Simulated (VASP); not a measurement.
Runs of VASP 6.6.1 on HfO2. The structure is that of space group P4_2/mnm (No. 136), or close to it. The cells are those of the table. 

| cell | gap on the mesh (eV) | pressure (GPa) | largest force (eV/Å) |
| --- | --- | --- | --- |
| a = 4.781, b = 4.781, c = 3.184 Å, 6 atoms | 3.95 | 4.0 | (b) |
| a = 4.814, b = 4.814, c = 3.205 Å, 6 atoms | 3.87 | -0.9 | 0.03 |
| a = 4.908, b = 4.908, c = 3.268 Å, 6 atoms | (c) | -12.9 | 0.21 |
| a = 4.877, b = 4.877, c = 3.248 Å, 6 atoms | 3.72 | -9.3 | (d) |
| a = 4.748, b = 4.748, c = 3.162 Å, 6 atoms | 4.03 | 9.5 | 0.11 |
| a = 4.715, b = 4.715, c = 3.140 Å, 6 atoms | 4.11 | 15.6 | 0.18 |
| a = 4.845, b = 4.845, c = 3.227 Å, 6 atoms | 3.80 | -5.3 | (a) |

Alike in all rows: task single point; level PBEsol; potentials or basis VASP PAW PBE potentials, release 64 (Hf_pv, O); no spin polarisation; k mesh 4 × 4 × 6; cutoff (eV) 520; smearing gaussian 0.01 eV.

Problem. Fill in the values left out.

Solution. (a) 0.09; (b) 0.04; (c) 3.65; (d) 0.15.

Caveats: the PAW data sets were made with another functional, which shifts forces and pressure a little; spin-orbit coupling is left out, which moves the levels of the heavy elements.

A k mesh can miss the band edges, and the runs leave out spin-orbit coupling on Hf.
